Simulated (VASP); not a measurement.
# Ge (Fd-3m) in VASP: further runs

The runs below take Ge through single point, with LDA.

All numbers are computed with VASP 6.6.1; they aren't measurements. Logs are shortened: lines on timing, memory, paths and dates and some standing lists are left out, and cuts for length are marked.

### 1 The cell of the first run

It takes space group Fd-3m (No. 227, cubic). Conventional cell: a = 4.870 Å, b = 4.870 Å, c = 4.870 Å, α = 90.00°, β = 90.00°, γ = 90.00°. Ge (site symmetry -43m) has 4 Ge at 2.11 Å within 2.8 Å.

### 2 Single point, LDA

Contents of INCAR:

```
PREC = Accurate
ENCUT = 500
EDIFF = 1E-6
ISMEAR = -1
SIGMA = 0.05
LREAL = F
LASPH = T
NELM = 120
ALGO = Normal
ISIF = 2
LWAVE = F
LCHARG = F
NBANDS = 21
GGA_COMPAT = F
```

Contents of KPOINTS:

```
Automatic mesh
0
Gamma
  13 13 13
```

Contents of POSCAR:

```
Ge
1.0
    0.0000000000      2.4350324157      2.4350324157
    2.4350324157      0.0000000000      2.4350324157
    2.4350324157      2.4350324157      0.0000000000
Ge
2
Direct
   -0.1250000000     -0.1250000000     -0.1250000000
    0.1250000000      0.1250000000      0.1250000000
```

Potentials or basis: VASP PAW LDA potentials, release 64 (Ge_d).

On the command line:

```console
cat potpaw_LDA.64/Ge_d/POTCAR > POTCAR
mpirun -np 1 vasp_std > vasp.out
```

OUTCAR:

```text
PREC = Accurate
   ENCUT = 500
   EDIFF = 1E-6
   ISMEAR = -1
   LREAL = F
   LASPH = T
   NELM = 120
   ISIF = 2

 ion  position               nearest neighbor table
   1  0.875  0.875  0.875-   2 2.11   2 2.11   2 2.11   2 2.11
   2  0.125  0.125  0.125-   1 2.11   1 2.11   1 2.11   1 2.11

  LATTYP: Found a face centered cubic cell.
 ALAT       =     4.8700648314

  Lattice vectors:

 A1 = (   0.0000000000,   2.4350324157,   2.4350324157)
 A2 = (   2.4350324157,   0.0000000000,   2.4350324157)
 A3 = (   2.4350324157,   2.4350324157,   0.0000000000)

Analysis of symmetry for initial positions (statically):
=====================================================================
 Subroutine PRICEL returns:
 Original cell was already a primitive cell.

 Routine SETGRP: Setting up the symmetry group for a
 face centered cubic supercell.

 Subroutine GETGRP returns: Found 48 space group operations
 (whereof 12 operations were pure point group operations)
 out of a pool of 48 trial point group operations.

The static configuration has the point symmetry D_3d.
 The point group associated with its full space group is O_h .

Analysis of symmetry for dynamics (positions and initial velocities):
=====================================================================
 Subroutine PRICEL returns:
 Original cell was already a primitive cell.

 Routine SETGRP: Setting up the symmetry group for a
 face centered cubic supercell.

 Subroutine GETGRP returns: Found 48 space group operations
 (whereof 12 operations were pure point group operations)
 out of a pool of 48 trial point group operations.

The dynamic configuration has the point symmetry D_3d.
 The point group associated with its full space group is O_h .

 Subroutine INISYM returns: Found 48 space group operations
 (whereof 12 operations are pure point group operations),
 and found     1 'primitive' translations

----------------------------------------------------------------------------------------

                                     Primitive cell

  volume of cell :      28.8765

  direct lattice vectors                    reciprocal lattice vectors
     0.000000000  2.435032416  2.435032416    -0.205336076  0.205336076  0.205336076
     2.435032416  0.000000000  2.435032416     0.205336076 -0.205336076  0.205336076
     2.435032416  2.435032416  0.000000000     0.205336076  0.205336076 -0.205336076

  length of vectors
     3.443655867  3.443655867  3.443655867     0.355652515  0.355652515  0.355652515

  position of ions in fractional coordinates (direct lattice)
     0.875000000  0.875000000  0.875000000
     0.125000000  0.125000000  0.125000000

  ion indices of the primitive-cell ions
   primitive index   ion index
                 1           1
                 2           2

----------------------------------------------------------------------------------------

 KPOINTS: Automatic mesh

Automatic generation of k-mesh.
 Grid dimensions read from file:
 generate k-points for:   13   13   13

 Generating k-lattice:

  Cartesian coordinates                     Fractional coordinates (reciprocal lattice)
    -0.015795083  0.015795083  0.015795083     0.076923077  0.000000000  0.000000000
     0.015795083 -0.015795083  0.015795083     0.000000000  0.076923077  0.000000000
     0.015795083  0.015795083 -0.015795083     0.000000000  0.000000000  0.076923077

  Length of vectors
     0.027357886  0.027357886  0.027357886

  Shift w.r.t. Gamma in fractional coordinates (k-lattice)
     0.000000000  0.000000000  0.000000000

 Subroutine IBZKPT returns following result:
 ===========================================

 Found     84 irreducible k-points:

 Following reciprocal coordinates:
            Coordinates               Weight
  0.000000  0.000000  0.000000      1.000000
  0.076923  0.000000  0.000000      8.000000
  0.153846  0.000000  0.000000      8.000000
  0.230769  0.000000  0.000000      8.000000
  0.307692  0.000000  0.000000      8.000000
  0.384615  0.000000  0.000000      8.000000
[... 16 lines left out ...]
  0.384615  0.153846  0.000000     24.000000
  0.461538  0.153846  0.000000     24.000000
 [... further k-points ...]
   k-points           NKPTS =     84   k-points in BZ     NKDIM =     84   number of bands    NBANDS=     21
   number of dos      NEDOS =    301   number of ions     NIONS =      2
   total plane-waves  NPLWV =  21952
   dimension x,y,z NGX =    28 NGY =   28 NGZ =   28
   dimension x,y,z NGXF=    56 NGYF=   56 NGZF=   56
   ions per type =               2
   NGX,Y,Z   is equivalent  to a cutoff of  13.52, 13.52, 13.52 a.u.
   NGXF,Y,Z  is equivalent  to a cutoff of  27.03, 27.03, 27.03 a.u.
 SYSTEM =  unknown system
   PREC   = accura    normal or accurate (medium, high low for compatibility)
   ISTART =      0    job   : 0-new  1-cont  2-samecut
   ICHARG =      2    charge: 1-file 2-atom 10-const
   ISPIN  =      1    spin polarized calculation?
   LNONCOLLINEAR =      F non collinear calculations
   LSORBIT =      F    spin-orbit coupling
   LASPH  =      T    aspherical Exc in radial PAW
   ENCUT  =  500.0 eV  36.75 Ry    6.06 a.u.   6.28  6.28  6.28*2*pi/ulx,y,z
   NELM   =    120;   NELMIN=  2; NELMDL= -5     # of ELM steps
   EDIFF  = 0.1E-05   stopping-criterion for ELM
   LREAL  =      F    real-space projection
[... 7 lines left out ...]
   TEBEG  =    0.0;   TEEND  =   0.0 temperature during run
   PSTRESS=    0.0 pullay stress
   NELECT =      28.0000    total number of electrons
   NUPDOWN=      -1.0000    fix difference up-down
   EMIN   =  10.00;   EMAX   =-10.00  energy-range for DOS
   EFERMI =   0.00;   METHOD = LEGACY
   ISMEAR =    -1;   SIGMA  =   0.05  broadening in eV -4-tet -1-fermi 0-gaus
   EFERMI_NEDOS =   21; number of points for ismear=-14 and -15
   IALGO  =     38    algorithm
   IMIX   =      4    mixing-type and parameters
     AMIX     =   0.40;   BMIX     =  1.00
     AMIX_MAG =   1.60;   BMIX_MAG =  1.00
  volume/ion in A,a.u.               =      14.44        97.43
  Fermi-wavevector in a.u.,A,eV,Ry     =   1.620365  3.062045 35.723207  2.625582
  Thomas-Fermi vector in A             =   2.714315
   LORBIT       =      0    0 simple, 1 ext, 2 COOP (PROOUT), +10 PAW based schemes
   GGA     = CA    functional components
   LHFCALC =     F    Hartree Fock is set to
   AEXX    =    0.0000 exact exchange contribution
   IVDW    =     0    specifies the selected vdW correction
   LEPSILON=     F    determine dielectric tensor
   LRPA    =     F    only Hartree local field effects (RPA)
 non-spin polarized calculation
  energy-cutoff  :      500.00
  volume of cell :       28.88
 maximum number of plane-waves:       748
 NGX is ok and might be reduce to    28

 number of electron      27.9999977 magnetization

 Free energy of the ion-electron system (eV)
  ---------------------------------------------------
  ext. energy  EPLUGINS =         0.00000000
  ---------------------------------------------------
  free energy    TOTEN  =        -7.61465079 eV

  energy without entropy =       -7.61287280  energy(sigma->0) =       -7.61376180

 E-fermi :  10.1233     XC(G=0): -12.6116

 val. band max:       10.1014011164   @ k =   0.0769   0.0000   0.0000
 cond. band min:      10.1664712900   @ k =  -0.4615   0.4615   0.0000
 fundamental gap:      0.0650701735
 Fermi energy:        10.1233179819

 k-point     1 :       0.0000    0.0000    0.0000
  band No.  band energies     occupation
      1     -15.9963      2.00000
      2     -15.9963      2.00000
      3     -15.9963      2.00000
      4     -15.9127      2.00000
      5     -15.9127      2.00000
      6     -15.2916      2.00000
[... 13 lines left out ...]
     20      21.2136      0.00000
     21      21.2136      0.00000

 k-point     2 :       0.0769    0.0000    0.0000
  band No.  band energies     occupation
      1     -16.0102      2.00000
      2     -16.0102      2.00000
      3     -15.9938      2.00000
      4     -15.8939      2.00000
      5     -15.8939      2.00000
      6     -15.2993      2.00000
[... 13 lines left out ...]
     20      20.1434      0.00000
     21      20.1434      0.00000

 k-point     3 :       0.1538    0.0000    0.0000
  band No.  band energies     occupation
      1     -16.0324      2.00000
      2     -16.0324      2.00000
      3     -15.9869      2.00000
      4     -15.8587      2.00000
      5     -15.8587      2.00000
      6     -15.3160      2.00000
[... 13 lines left out ...]
     20      19.2860      0.00000
     21      19.2860      0.00000

 k-point     4 :       0.2308    0.0000    0.0000
  band No.  band energies     occupation
      1     -16.0489      2.00000
      2     -16.0489      2.00000
      3     -15.9773      2.00000
      4     -15.8262      2.00000
      5     -15.8262      2.00000
      6     -15.3315      2.00000
[... 13 lines left out ...]
     20      19.2103      0.00000
     21      19.4236      0.00000

 k-point     5 :       0.3077    0.0000    0.0000
  band No.  band energies     occupation
      1     -16.0574      2.00000
      2     -16.0574      2.00000
      3     -15.9673      2.00000
      4     -15.8044      2.00000
      5     -15.8044      2.00000
      6     -15.3396      2.00000
[... 13 lines left out ...]
     20      20.0664      0.00000
     21      20.7035      0.00000

 k-point     6 :       0.3846    0.0000    0.0000
  band No.  band energies     occupation
      1     -16.0597      2.00000
      2     -16.0597      2.00000
      3     -15.9590      2.00000
      4     -15.7942      2.00000
      5     -15.7942      2.00000
      6     -15.3539      2.00000
[... 13 lines left out ...]
     20      21.5841      0.00000
     21      22.4128      0.00000

 k-point     7 :       0.4615    0.0000    0.0000
  band No.  band energies     occupation
      1     -16.0595      2.00000
      2     -16.0595      2.00000
      3     -15.9543      2.00000
      4     -15.7914      2.00000
      5     -15.7914      2.00000
      6     -15.3621      2.00000
[... 13 lines left out ...]
     20      23.4234      0.00000
     21      23.9537      0.00000
[... 291 lines left out ...]
      1     -16.0423      2.00000
      2     -16.0161      2.00000
      3     -16.0161      2.00000
      4     -15.8679      2.00000
      5     -15.8002      2.00000
      6     -15.4224      2.00000
[... 13 lines left out ...]
     20      20.1304      0.00000
     21      21.7133      0.00000

 k-point    21 :       0.2308    0.1538    0.0000
  band No.  band energies     occupation
      1     -16.0602      2.00000
      2     -16.0281      2.00000
      3     -16.0095      2.00000
      4     -15.8402      2.00000
      5     -15.7592      2.00000
      6     -15.4670      2.00000
[... 13 lines left out ...]
     20      21.1720      0.00000
     21      21.4631      0.00000

 k-point    22 :       0.3077    0.1538    0.0000
  band No.  band energies     occupation
      1     -16.0822      2.00000
      2     -16.0410      2.00000
      3     -15.9864      2.00000
      4     -15.8097      2.00000
      5     -15.7262      2.00000
      6     -15.4966      2.00000
[... 13 lines left out ...]
     20      21.8031      0.00000
     21      21.8257      0.00000

 k-point    23 :       0.3846    0.1538    0.0000
  band No.  band energies     occupation
      1     -16.0992      2.00000
      2     -16.0522      2.00000
      3     -15.9571      2.00000
      4     -15.7824      2.00000
      5     -15.7112      2.00000
      6     -15.5040      2.00000
[... 13 lines left out ...]
     20      23.0092      0.00000
     21      23.5448      0.00000

 k-point    24 :       0.4615    0.1538    0.0000
  band No.  band energies     occupation
      1     -16.1092      2.00000
      2     -16.0625      2.00000
      3     -15.9279      2.00000
      4     -15.7586      2.00000
      5     -15.7178      2.00000
      6     -15.4884      2.00000
[... 13 lines left out ...]
     20      24.4689      0.00000
     21      24.7461      0.00000

 [... further k-points ...]

------------------------ aborting loop because EDIFF is reached ----------------------------------------

  FORCE on cell =-STRESS in cart. coord.  units (eV):
  Direction    XX          YY          ZZ          XY          YZ          ZX
  --------------------------------------------------------------------------------------
  -------------------------------------------------------------------------------------
  Total       15.1923571     15.1923571     15.1923571      0.0000000     -0.0000000      0.0000000
  in kB      842.9299909    842.9299909    842.9299909      0.0000000     -0.0000000      0.0000000
  external PRESSURE =     842.9299909 kB  Pullay stress =       0.0000000 kB

 VOLUME and BASIS-vectors are now :
 -----------------------------------------------------------------------------
  energy-cutoff  :      500.00
  volume of cell :       28.88
      direct lattice vectors                 reciprocal lattice vectors
     0.000000000  2.435032416  2.435032416    -0.205336076  0.205336076  0.205336076
     2.435032416  0.000000000  2.435032416     0.205336076 -0.205336076  0.205336076
     2.435032416  2.435032416  0.000000000     0.205336076  0.205336076 -0.205336076

 POSITION                                       TOTAL-FORCE (eV/Angst)
 -----------------------------------------------------------------------------------
      4.26131      4.26131      4.26131         0.000000     -0.000000     -0.000000
      0.60876      0.60876      0.60876        -0.000000      0.000000      0.000000
 -----------------------------------------------------------------------------------
    total drift:                                0.000000      0.000000     -0.000000

  FREE ENERGIE OF THE ION-ELECTRON SYSTEM (eV)
  ---------------------------------------------------
  free  energy   TOTEN  =        -7.6146507939 eV

  energy  without entropy=       -7.6128728009  energy(sigma->0) =       -7.61376180
```

It took 26 s on 1 thread of AMD EPYC 9R45 (Zen 5), shared host; peak memory 0.13 GiB.

Results:

```yaml
Free_energy: -7.6147 eV
Pressure: 84.3 GPa
Band_gap_on_the_k_mesh: zero (band 14 reaches 10.39 eV, above the bottom of band 15 at 9.97 eV)
```

Levels at points of the mesh, in eV from the Fermi level:
| k point | band 10 | band 11 | band 12 | band 13 | band 14 | band 15 | band 16 | band 17 | band 18 | band 19 |
| --- | --- | --- | --- | --- | --- | --- | --- | --- | --- | --- |
| (0.00, 0.00, 0.00) | -25.30 | -16.97 | 0.27 | 0.27 | 0.27 | 2.77 | 2.77 | 2.77 | 4.75 | 7.54 |

### 3 Single point, LDA

Contents of INCAR:

```
  PREC = Accurate
  ENCUT = 500
  EDIFF = 1E-6
  ISMEAR = 1
  SIGMA = 0.01
  LREAL = False
  LASPH = True
  NELM = 120
  ALGO = Normal
  ISIF = 2
  LWAVE = False
  LCHARG = False
  GGA = CA
  NBANDS = 21
  GGA_COMPAT = False
```

KPOINTS is that of step 2.

POSCAR is that of step 2.

Potentials or basis: VASP PAW LDA potentials, release 64 (Ge_d).

On the command line:

```console
cat potpaw_LDA.64/Ge_d/POTCAR > POTCAR
mpirun -np 1 vasp_std > vasp.out
```

OUTCAR:

```text
PREC = Accurate
   ENCUT = 500
   EDIFF = 1E-6
   ISMEAR = 1
   LREAL = False
   LASPH = True
   NELM = 120
   ISIF = 2
   GGA = CA

 ion  position               nearest neighbor table
   1  0.875  0.875  0.875-   2 2.11   2 2.11   2 2.11   2 2.11
   2  0.125  0.125  0.125-   1 2.11   1 2.11   1 2.11   1 2.11

  LATTYP: Found a face centered cubic cell.
 ALAT       =     4.8700648314

  Lattice vectors:

 A1 = (   0.0000000000,   2.4350324157,   2.4350324157)
 A2 = (   2.4350324157,   0.0000000000,   2.4350324157)
 A3 = (   2.4350324157,   2.4350324157,   0.0000000000)

Analysis of symmetry for initial positions (statically):
=====================================================================
 Subroutine PRICEL returns:
 Original cell was already a primitive cell.

 Routine SETGRP: Setting up the symmetry group for a
 face centered cubic supercell.

 Subroutine GETGRP returns: Found 48 space group operations
 (whereof 12 operations were pure point group operations)
 out of a pool of 48 trial point group operations.

The static configuration has the point symmetry D_3d.
 The point group associated with its full space group is O_h .
[... 159 lines left out ...]
  free energy    TOTEN  =        -7.61364321 eV

  energy without entropy =       -7.61363231  energy(sigma->0) =       -7.61363958

 E-fermi :  10.1638     XC(G=0): -12.6111

 val. band max:       10.1029880175   @ k =   0.0769   0.0000   0.0000
 cond. band min:      10.1668501051   @ k =  -0.4615   0.4615   0.0000
 fundamental gap:      0.0638620876
 Fermi energy:        10.1637543419

 k-point     1 :       0.0000    0.0000    0.0000
  band No.  band energies     occupation
      1     -15.9938      2.00000
      2     -15.9938      2.00000
      3     -15.9938      2.00000
      4     -15.9103      2.00000
      5     -15.9103      2.00000
      6     -15.2891      2.00000
[... 565 lines left out ...]
     20      24.4696      0.00000
     21      24.7470      0.00000

 [... further k-points ...]

------------------------ aborting loop because EDIFF is reached ----------------------------------------

  FORCE on cell =-STRESS in cart. coord.  units (eV):
  Direction    XX          YY          ZZ          XY          YZ          ZX
  --------------------------------------------------------------------------------------
  -------------------------------------------------------------------------------------
  Total       15.1974071     15.1974071     15.1974071      0.0000000      0.0000000      0.0000000
  in kB      843.2101859    843.2101859    843.2101859      0.0000000      0.0000000      0.0000000
  external PRESSURE =     843.2101859 kB  Pullay stress =       0.0000000 kB

 VOLUME and BASIS-vectors are now :
 -----------------------------------------------------------------------------
  energy-cutoff  :      500.00
  volume of cell :       28.88
      direct lattice vectors                 reciprocal lattice vectors
     0.000000000  2.435032416  2.435032416    -0.205336076  0.205336076  0.205336076
     2.435032416  0.000000000  2.435032416     0.205336076 -0.205336076  0.205336076
     2.435032416  2.435032416  0.000000000     0.205336076  0.205336076 -0.205336076

 POSITION                                       TOTAL-FORCE (eV/Angst)
 -----------------------------------------------------------------------------------
      4.26131      4.26131      4.26131        -0.000000     -0.000000      0.000000
      0.60876      0.60876      0.60876         0.000000      0.000000     -0.000000
 -----------------------------------------------------------------------------------
    total drift:                                0.000000      0.000000     -0.000000

  FREE ENERGIE OF THE ION-ELECTRON SYSTEM (eV)
  ---------------------------------------------------
  free  energy   TOTEN  =        -7.6136432105 eV

  energy  without entropy=       -7.6136323054  energy(sigma->0) =       -7.61363958
```

OSZICAR:

```text
N       E                     dE             d eps       ncg     rms          rms(c)
DAV:   1     0.167297696605E+03    0.16730E+03   -0.13440E+04  4245   0.391E+03
DAV:   2     0.123518629151E+02   -0.15495E+03   -0.14952E+03  3543   0.568E+02
DAV:   3    -0.760670905714E+01   -0.19959E+02   -0.19830E+02  4008   0.129E+02
DAV:   4    -0.808932992991E+01   -0.48262E+00   -0.48234E+00  3943   0.231E+01
DAV:   5    -0.809533676175E+01   -0.60068E-02   -0.60074E-02  4033   0.266E+00    0.594E+00
DAV:   6    -0.776091647682E+01    0.33442E+00   -0.11436E-01  4214   0.174E+00    0.340E+00
DAV:   7    -0.761333285393E+01    0.14758E+00   -0.16757E-01  4503   0.235E+00    0.231E-01
DAV:   8    -0.761365514477E+01   -0.32229E-03   -0.11516E-02  4634   0.926E-01    0.782E-02
DAV:   9    -0.761364359981E+01    0.11545E-04   -0.54284E-04  4541   0.293E-01    0.455E-02
DAV:  10    -0.761364460339E+01   -0.10036E-05   -0.22557E-05  4903   0.912E-02    0.595E-03
DAV:  11    -0.761364323647E+01    0.13669E-05   -0.31490E-06  3540   0.307E-02    0.269E-03
DAV:  12    -0.761364321050E+01    0.25962E-07   -0.68878E-07  2816   0.630E-03
   1 F= -.76136432E+01 E0= -.76136396E+01  d E =-.109051E-04
```

Run time: 26 s. Hardware: 1 thread of AMD EPYC 9R45 (Zen 5), shared host; peak memory 0.13 GiB.

Results:

| Item | Value |
| --- | --- |
| Free energy | -7.6136 eV |
| Pressure | 84.3 GPa |
| Band gap on the k mesh | zero (band 14 reaches 10.39 eV, above the bottom of band 15 at 9.97 eV) |
